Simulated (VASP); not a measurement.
# Ga (Fm-3m) in VASP: further runs, part 2 of 2

VASP 6.6.1. Earlier steps stand in the parts before.

## 4. Single point, PBE, non-collinear spin, zero start, spin-orbit coupling

INCAR reads:

```
SYSTEM = Ga
ALGO     = Normal         ! electronic algorithm
EDIFF    = 1E-7           ! SCF threshold, eV
ENCUT    = 520            ! plane-wave cutoff, eV
GGA      = PE             ! functional
GGA_COMPAT= .FALSE.      
ISIF     = 2              ! what is computed and relaxed
ISMEAR   = -1             ! smearing method
LASPH    = .TRUE.         ! aspherical terms in the spheres
LCHARG   = .TRUE.         ! write CHGCAR
LNONCOLLINEAR= .TRUE.         ! non-collinear magnetism
LORBIT   = 11             ! projections on sites
LORBMOM  = .TRUE.       
LREAL    = .FALSE.        ! projectors in reciprocal space
LSORBIT  = .TRUE.         ! spin-orbit coupling
LVHAR    = .TRUE.       
LWAVE    = .FALSE.        ! write WAVECAR
MAGMOM   = 0 0 0          ! initial moments
NBANDS   = 24             ! bands
NELM     = 150            ! most SCF steps
PREC     = Accurate       ! precision mode
SIGMA    = 0.15           ! smearing width, eV
```

KPOINTS reads:

```
k-points
0
G
  4 4 4
  0 0 0
```

POSCAR reads:

```
Ga
1.0
    0.0000000000      2.1179000000      2.1179000000
    2.1179000000      0.0000000000      2.1179000000
    2.1179000000      2.1179000000      0.0000000000
Ga
1
Direct
    0.0000000000      0.0000000000      0.0000000000
```

Potentials or basis: VASP PAW PBE potentials, release 64 (Ga_d).

The run is started by

```
$ cat potpaw_PBE.64/Ga_d/POTCAR > POTCAR
$ mpirun -np 1 vasp_ncl > vasp.out
```

OUTCAR:

```text
SYSTEM = Ga
   EDIFF = 1E-7
   ENCUT = 520
   GGA = PE
   ISIF = 2
   ISMEAR = -1
   LASPH = .TRUE.
   LNONCOLLINEAR = .TRUE.
   LORBIT = 11
   LREAL = .FALSE.
   LSORBIT = .TRUE.
   NELM = 150
   PREC = Accurate

 ion  position               nearest neighbor table
   1  0.000  0.000  0.000-

  LATTYP: Found a face centered cubic cell.
 ALAT       =     4.2358000000

  Lattice vectors:

 A1 = (   0.0000000000,   2.1179000000,   2.1179000000)
 A2 = (   2.1179000000,   0.0000000000,   2.1179000000)
 A3 = (   2.1179000000,   2.1179000000,   0.0000000000)

Analysis of symmetry for initial positions (statically):
=====================================================================
 Subroutine PRICEL returns:
 Original cell was already a primitive cell.

 Routine SETGRP: Setting up the symmetry group for a
 face centered cubic supercell.

 Subroutine GETGRP returns: Found 48 space group operations
 (whereof 48 operations were pure point group operations)
 out of a pool of 48 trial point group operations.

The static configuration has the point symmetry O_h .

Analysis of symmetry for dynamics (positions and initial velocities):
=====================================================================
 Subroutine PRICEL returns:
 Original cell was already a primitive cell.

 Routine SETGRP: Setting up the symmetry group for a
 face centered cubic supercell.

 Subroutine GETGRP returns: Found 48 space group operations
 (whereof 48 operations were pure point group operations)
 out of a pool of 48 trial point group operations.

The dynamic configuration has the point symmetry O_h .

Analysis of structural, dynamic, and magnetic symmetry:
=====================================================================
 Subroutine PRICEL returns:
 Original cell was already a primitive cell.

[... 368 lines left out ...]
  Total        0.5868493      0.5868493      0.5868493     -0.0000000     -0.0000000      0.0000000
  in kB       49.4869653     49.4869653     49.4869653     -0.0000000     -0.0000000      0.0000000
  external PRESSURE =      49.4869653 kB  Pullay stress =       0.0000000 kB

 VOLUME and BASIS-vectors are now :
 -----------------------------------------------------------------------------
  energy-cutoff  :      520.00
  volume of cell :       19.00
      direct lattice vectors                 reciprocal lattice vectors
     0.000000000  2.117900000  2.117900000    -0.236082912  0.236082912  0.236082912
     2.117900000  0.000000000  2.117900000     0.236082912 -0.236082912  0.236082912
     2.117900000  2.117900000  0.000000000     0.236082912  0.236082912 -0.236082912

 POSITION                                       TOTAL-FORCE (eV/Angst)
 -----------------------------------------------------------------------------------
      0.00000      0.00000      0.00000         0.000000      0.000000      0.000000
 -----------------------------------------------------------------------------------
    total drift:                                0.000000      0.000000     -0.000000

  FREE ENERGIE OF THE ION-ELECTRON SYSTEM (eV)
  ---------------------------------------------------
  free  energy   TOTEN  =        -2.7054986784 eV

  energy  without entropy=       -2.6391357756  energy(sigma->0) =       -2.67231723

 orbital moment (x)

 # of ion     p       d       tot
 ----------------------------------------
  1         0.000   0.000   0.000
 ----------------------------------------
            0.000   0.000   0.000

 orbital moment (y)

 # of ion     p       d       tot
 ----------------------------------------
  1         0.000   0.000   0.000
 ----------------------------------------
            0.000   0.000   0.000

 orbital moment (z)

 # of ion     p       d       tot
 ----------------------------------------
  1         0.000   0.000   0.000
 ----------------------------------------
            0.000   0.000   0.000

 Spin-Orbit-Coupling matrix elements

 Ion:    1  E_soc:     -0.0114336
 l=   1
     0.0000000    -0.0010861    -0.0010861
    -0.0010861     0.0000000    -0.0010861
    -0.0010861    -0.0010861     0.0000000
 l=   2
     0.0000000    -0.0001547     0.0000000    -0.0001547    -0.0006648
    -0.0001547     0.0000000    -0.0004986    -0.0001547    -0.0001662
     0.0000000    -0.0004986     0.0000000    -0.0004986     0.0000000
    -0.0001547    -0.0001547    -0.0004986     0.0000000    -0.0001662
    -0.0006648    -0.0001662     0.0000000    -0.0001662     0.0000000
 l=   3
     0.0000000     0.0000000     0.0000000     0.0000000     0.0000000     0.0000000     0.0000000
     0.0000000     0.0000000     0.0000000     0.0000000     0.0000000     0.0000000     0.0000000
     0.0000000     0.0000000     0.0000000     0.0000000     0.0000000     0.0000000     0.0000000
     0.0000000     0.0000000     0.0000000     0.0000000     0.0000000     0.0000000     0.0000000
     0.0000000     0.0000000     0.0000000     0.0000000     0.0000000     0.0000000     0.0000000
     0.0000000     0.0000000     0.0000000     0.0000000     0.0000000     0.0000000     0.0000000
     0.0000000     0.0000000     0.0000000     0.0000000     0.0000000     0.0000000     0.0000000

 total charge

# of ion       s       p       d       tot
------------------------------------------
    1        1.076   0.509   9.952  11.537

 magnetization (x)

# of ion       s       p       d       tot
------------------------------------------
    1        0.000   0.000  -0.000  -0.000

 magnetization (y)

# of ion       s       p       d       tot
------------------------------------------
    1        0.000   0.000   0.000   0.000

 magnetization (z)

# of ion       s       p       d       tot
------------------------------------------
    1        0.000   0.000   0.000   0.000
```

OSZICAR:

```text
N       E                     dE             d eps       ncg     rms          rms(c)
DAV:   1     0.711114051274E+02    0.71111E+02   -0.61092E+03   456   0.204E+03
DAV:   2     0.445673578595E+01   -0.66655E+02   -0.63702E+02   408   0.381E+02
DAV:   3    -0.261394995222E+01   -0.70707E+01   -0.70414E+01   448   0.881E+01
DAV:   4    -0.272466689422E+01   -0.11072E+00   -0.11068E+00   488   0.121E+01
DAV:   5    -0.272622782873E+01   -0.15609E-02   -0.15608E-02   480   0.139E+00    0.720E-01
DAV:   6    -0.270950205763E+01    0.16726E-01   -0.23078E-02   496   0.325E+00    0.352E-01
DAV:   7    -0.270589130511E+01    0.36108E-02   -0.56479E-03   536   0.116E+00    0.914E-02
DAV:   8    -0.270549436328E+01    0.39694E-03   -0.73536E-04   448   0.475E-01    0.131E-02
DAV:   9    -0.270549775926E+01   -0.33960E-05   -0.23081E-05   584   0.501E-02    0.108E-02
DAV:  10    -0.270549927719E+01   -0.15179E-05   -0.10790E-06   456   0.124E-02    0.334E-03
DAV:  11    -0.270549874529E+01    0.53190E-06   -0.28161E-07   488   0.753E-03    0.237E-04
DAV:  12    -0.270549867842E+01    0.66870E-07   -0.17122E-08   280   0.206E-03
   1 F= -.27054987E+01 E0= -.26723172E+01  d E =-.663629E-01  mag=    -0.0000     0.0000    -0.0000
```

stdout:

```text
POSCAR found type information on POSCAR Ga
 POSCAR found :  1 types and       1 ions
 scaLAPACK will be used
 LDA part: xc-table for (Slater+PW92), standard interpolation
 POSCAR, INCAR and KPOINTS ok, starting setup
 FFT: planning ... GRIDC
 FFT: planning ... GRID_SOFT
 FFT: planning ... GRID
 WAVECAR not read
 entering main loop
```

It took 37 s on 1 thread of AMD EPYC 7R13, shared host; peak memory 0.16 GiB.

Results:

```
Free energy                                           : -2.7055 eV
Pressure                                              : 4.9 GPa
Net moment                                            : 0.00 μB per cell
Valence electrons inside the program's atomic spheres : Ga 11.54
```

Moments on the atoms (μB; x, y, z):
```
Ga  0.00 0.00 0.00
```

Caveat: the k points lie up to 0.64 Å⁻¹ apart.

## 5. Single point, PBE

This run uses another cell than the first one, of 18.62 Å³/atom, 0.980 times its volume.

INCAR reads:

```
ALGO = Normal
EDIFF = 1E-6
ENCUT = 500
GGA = PE
GGA_COMPAT = F
ISIF = 2
ISMEAR = -1
LASPH = T
LCHARG = T
LELF = T
LREAL = F
LVHAR = T
LWAVE = F
NBANDS = 12
NELM = 120
PREC = Accurate
SIGMA = 0.15
```

KPOINTS reads:

```
k-points
0
Gamma
  4 4 4
```

POSCAR reads:

```
Ga
1.0
    0.0000000000      2.1036854800      2.1036854800
    2.1036854800      0.0000000000      2.1036854800
    2.1036854800      2.1036854800      0.0000000000
Ga
1
Direct
    0.0000000000      0.0000000000      0.0000000000
```

Potentials or basis: VASP PAW PBE potentials, release 64 (Ga_d).

The run is started by

```
$ cat potpaw_PBE.64/Ga_d/POTCAR > POTCAR
$ mpirun -np 1 vasp_std > vasp.out
```

OUTCAR:

```text
EDIFF = 1E-6
   ENCUT = 500
   GGA = PE
   ISIF = 2
   ISMEAR = -1
   LASPH = T
   LREAL = F
   NELM = 120
   PREC = Accurate

 ion  position               nearest neighbor table
   1  0.000  0.000  0.000-

  LATTYP: Found a face centered cubic cell.
 ALAT       =     4.2073709600

  Lattice vectors:

 A1 = (   0.0000000000,   2.1036854800,   2.1036854800)
 A2 = (   2.1036854800,   0.0000000000,   2.1036854800)
 A3 = (   2.1036854800,   2.1036854800,   0.0000000000)

Analysis of symmetry for initial positions (statically):
=====================================================================
 Subroutine PRICEL returns:
 Original cell was already a primitive cell.

 Routine SETGRP: Setting up the symmetry group for a
 face centered cubic supercell.

 Subroutine GETGRP returns: Found 48 space group operations
 (whereof 48 operations were pure point group operations)
 out of a pool of 48 trial point group operations.

The static configuration has the point symmetry O_h .

Analysis of symmetry for dynamics (positions and initial velocities):
=====================================================================
 Subroutine PRICEL returns:
 Original cell was already a primitive cell.

 Routine SETGRP: Setting up the symmetry group for a
 face centered cubic supercell.

 Subroutine GETGRP returns: Found 48 space group operations
 (whereof 48 operations were pure point group operations)
 out of a pool of 48 trial point group operations.

The dynamic configuration has the point symmetry O_h .

 Subroutine INISYM returns: Found 48 space group operations
 (whereof 48 operations are pure point group operations),
 and found     1 'primitive' translations

----------------------------------------------------------------------------------------

                                     Primitive cell

  volume of cell :      18.6197

  direct lattice vectors                    reciprocal lattice vectors
     0.000000000  2.103685480  2.103685480    -0.237678115  0.237678115  0.237678115
     2.103685480  0.000000000  2.103685480     0.237678115 -0.237678115  0.237678115
     2.103685480  2.103685480  0.000000000     0.237678115  0.237678115 -0.237678115

  length of vectors
     2.975060537  2.975060537  2.975060537     0.411670571  0.411670571  0.411670571

  position of ions in fractional coordinates (direct lattice)
     0.000000000  0.000000000  0.000000000

  ion indices of the primitive-cell ions
   primitive index   ion index
                 1           1

----------------------------------------------------------------------------------------

 KPOINTS: k-points

Automatic generation of k-mesh.
 Grid dimensions read from file:
 generate k-points for:    4    4    4

 Generating k-lattice:

  Cartesian coordinates                     Fractional coordinates (reciprocal lattice)
    -0.059419529  0.059419529  0.059419529     0.250000000  0.000000000  0.000000000
     0.059419529 -0.059419529  0.059419529     0.000000000  0.250000000  0.000000000
     0.059419529  0.059419529 -0.059419529     0.000000000  0.000000000  0.250000000

  Length of vectors
     0.102917643  0.102917643  0.102917643

  Shift w.r.t. Gamma in fractional coordinates (k-lattice)
     0.000000000  0.000000000  0.000000000

 Subroutine IBZKPT returns following result:
 ===========================================

 Found      8 irreducible k-points:

 Following reciprocal coordinates:
            Coordinates               Weight
  0.000000  0.000000  0.000000      1.000000
  0.250000  0.000000  0.000000      8.000000
  0.500000  0.000000  0.000000      4.000000
  0.250000  0.250000  0.000000      6.000000
  0.500000  0.250000  0.000000     24.000000
 -0.250000  0.250000  0.000000     12.000000
  0.500000  0.500000  0.000000      3.000000
 -0.250000  0.500000  0.250000      6.000000
   k-points           NKPTS =      8   k-points in BZ     NKDIM =      8   number of bands    NBANDS=     12
   number of dos      NEDOS =    301   number of ions     NIONS =      1
   total plane-waves  NPLWV =  13824
   dimension x,y,z NGX =    24 NGY =   24 NGZ =   24
   dimension x,y,z NGXF=    48 NGYF=   48 NGZF=   48
   ions per type =               1
   NGX,Y,Z   is equivalent  to a cutoff of  13.41, 13.41, 13.41 a.u.
   NGXF,Y,Z  is equivalent  to a cutoff of  26.82, 26.82, 26.82 a.u.
 SYSTEM =  unknown system
   PREC   = accura    normal or accurate (medium, high low for compatibility)
   ISTART =      0    job   : 0-new  1-cont  2-samecut
   ICHARG =      2    charge: 1-file 2-atom 10-const
   ISPIN  =      1    spin polarized calculation?
   LNONCOLLINEAR =      F non collinear calculations
   LSORBIT =      F    spin-orbit coupling
   LASPH  =      T    aspherical Exc in radial PAW
   ENCUT  =  500.0 eV  36.75 Ry    6.06 a.u.   5.42  5.42  5.42*2*pi/ulx,y,z
   NELM   =    120;   NELMIN=  2; NELMDL= -5     # of ELM steps
   EDIFF  = 0.1E-05   stopping-criterion for ELM
   LREAL  =      F    real-space projection
   EDIFFG = 0.1E-04   stopping-criterion for IOM
   NSW    =      0    number of steps for IOM
   IBRION =     -1    ionic relax: 0-MD 1-quasi-New 2-CG
   NFREE  =      0    steps in history (QN), initial steepest desc. (CG)
   ISIF   =      2    stress and relaxation
   ISYM   =      2    0-nonsym 1-usesym 2-fastsym
   POTIM  = 0.5000    time-step for ionic-motion
   TEBEG  =    0.0;   TEEND  =   0.0 temperature during run
   PSTRESS=    0.0 pullay stress
   NELECT =      13.0000    total number of electrons
   NUPDOWN=      -1.0000    fix difference up-down
   EMIN   =  10.00;   EMAX   =-10.00  energy-range for DOS
   EFERMI =   0.00;   METHOD = LEGACY
   ISMEAR =    -1;   SIGMA  =   0.15  broadening in eV -4-tet -1-fermi 0-gaus
   EFERMI_NEDOS =   21; number of points for ismear=-14 and -15
   IALGO  =     38    algorithm
   IMIX   =      4    mixing-type and parameters
     AMIX     =   0.40;   BMIX     =  1.00
     AMIX_MAG =   1.60;   BMIX_MAG =  1.00
  volume/ion in A,a.u.               =      18.62       125.65
  Fermi-wavevector in a.u.,A,eV,Ry     =   1.452329  2.744505 28.698235  2.109261
  Thomas-Fermi vector in A             =   2.569724
   LORBIT       =      0    0 simple, 1 ext, 2 COOP (PROOUT), +10 PAW based schemes
   GGA     = PE    functional components
   LHFCALC =     F    Hartree Fock is set to
   AEXX    =    0.0000 exact exchange contribution
   IVDW    =     0    specifies the selected vdW correction
   LEPSILON=     F    determine dielectric tensor
   LRPA    =     F    only Hartree local field effects (RPA)
 non-spin polarized calculation
  energy-cutoff  :      500.00
  volume of cell :       18.62
 maximum number of plane-waves:       483
 NGX is ok and might be reduce to    24
   NGX = 11   NGY = 11   NGZ = 11

 number of electron      13.0000006 magnetization

 Free energy of the ion-electron system (eV)
  ---------------------------------------------------
  ext. energy  EPLUGINS =         0.00000000
  ---------------------------------------------------
  free energy    TOTEN  =        -2.68644162 eV

  energy without entropy =       -2.61759061  energy(sigma->0) =       -2.65201612

 E-fermi :   5.3426     XC(G=0): -11.0674

 val. band max:        5.0061981506   @ k =   0.5000   0.2500   0.0000
 cond. band min:       5.4875629981   @ k =  -0.2500   0.5000   0.2500
 fundamental gap:      0.4813648475
 Fermi energy:         5.3426221501

 k-point     1 :       0.0000    0.0000    0.0000
  band No.  band energies     occupation
      1      -9.1552      2.00000
      2      -9.1552      2.00000
      3      -9.1552      2.00000
      4      -9.0300      2.00000
      5      -9.0300      2.00000
      6      -5.4480      2.00000
      7      18.0663      0.00000
      8      18.0663      0.00000
      9      18.0663      0.00000
     10      21.6054      0.00000
     11      21.8935      0.00000
     12      21.8935      0.00000
[... 91 lines left out ...]
 k-point     8 :      -0.2500    0.5000    0.2500
  band No.  band energies     occupation
      1      -9.1854      2.00000
      2      -9.1284      2.00000
      3      -9.1284      2.00000
      4      -9.0012      2.00000
      5      -8.8958      2.00000
      6       4.2545      1.99859
      7       5.4876      0.55125
      8       5.4876      0.55125
      9       7.1398      0.00001
     10      21.5807      0.00000
     11      23.1445      0.00000
     12      23.1445      0.00000

------------------------ aborting loop because EDIFF is reached ----------------------------------------

  FORCE on cell =-STRESS in cart. coord.  units (eV):
  Direction    XX          YY          ZZ          XY          YZ          ZX
  --------------------------------------------------------------------------------------
  -------------------------------------------------------------------------------------
  Total        0.7260546      0.7260546      0.7260546      0.0000000      0.0000000     -0.0000000
  in kB       62.4751690     62.4751690     62.4751690      0.0000000      0.0000000     -0.0000000
  external PRESSURE =      62.4751690 kB  Pullay stress =       0.0000000 kB

 VOLUME and BASIS-vectors are now :
 -----------------------------------------------------------------------------
  energy-cutoff  :      500.00
  volume of cell :       18.62
      direct lattice vectors                 reciprocal lattice vectors
     0.000000000  2.103685480  2.103685480    -0.237678115  0.237678115  0.237678115
     2.103685480  0.000000000  2.103685480     0.237678115 -0.237678115  0.237678115
     2.103685480  2.103685480  0.000000000     0.237678115  0.237678115 -0.237678115

 POSITION                                       TOTAL-FORCE (eV/Angst)
 -----------------------------------------------------------------------------------
      0.00000      0.00000      0.00000        -0.000000      0.000000     -0.000000
 -----------------------------------------------------------------------------------
    total drift:                                0.000000     -0.000000     -0.000000

  FREE ENERGIE OF THE ION-ELECTRON SYSTEM (eV)
  ---------------------------------------------------
  free  energy   TOTEN  =        -2.6864416227 eV

  energy  without entropy=       -2.6175906134  energy(sigma->0) =       -2.65201612
```

OSZICAR:

```text
N       E                     dE             d eps       ncg     rms          rms(c)
DAV:   1     0.423933691996E+02    0.42393E+02   -0.68557E+03   200   0.181E+03
DAV:   2    -0.770458816000E+00   -0.43164E+02   -0.41923E+02   204   0.255E+02
DAV:   3    -0.269292714285E+01   -0.19225E+01   -0.19189E+01   220   0.449E+01
DAV:   4    -0.270785513012E+01   -0.14928E-01   -0.14925E-01   236   0.406E+00
DAV:   5    -0.270801682124E+01   -0.16169E-03   -0.16169E-03   240   0.393E-01    0.741E-01
DAV:   6    -0.269068453540E+01    0.17332E-01   -0.28107E-02   224   0.333E+00    0.358E-01
DAV:   7    -0.268688090315E+01    0.38036E-02   -0.51199E-03   268   0.117E+00    0.962E-02
DAV:   8    -0.268643817816E+01    0.44272E-03   -0.52960E-04   240   0.398E-01    0.769E-03
DAV:   9    -0.268644161478E+01   -0.34366E-05   -0.44077E-06   264   0.290E-02    0.249E-03
DAV:  10    -0.268644162270E+01   -0.79244E-08   -0.12523E-07   148   0.549E-03
   1 F= -.26864416E+01 E0= -.26520161E+01  d E =-.688510E-01
```

It took 2.2 s on 1 thread of Intel Xeon Platinum 8559C (Emerald Rapids), shared host; peak memory 0.13 GiB.

What came out:

```yaml
Free_energy: -2.6864 eV
Pressure: 6.2 GPa
```

Caveat: the k points lie up to 0.65 Å⁻¹ apart.

## 6. The runs side by side

| spin | cell | cutoff (eV) | gap on the mesh (eV) | pressure (GPa) |
| --- | --- | --- | --- | --- |
| off | a = 2.995 Å, angles 60.0°, 1 atom | 520 | none | 4.9 |
| non-collinear, zero start, SOC | a = 2.995 Å, angles 60.0°, 1 atom | 520 | - | 4.9 |
| off | a = 2.975 Å, angles 60.0°, 1 atom | 500 | none | 6.2 |

Alike in all rows: task single point; level PBE; potentials or basis VASP PAW PBE potentials, release 64 (Ga_d); k mesh 4 × 4 × 4; smearing fermi-dirac 0.15 eV.

Caveats: all runs use coarse meshes.

Absolute energies hang on the potentials; compare differences alone.
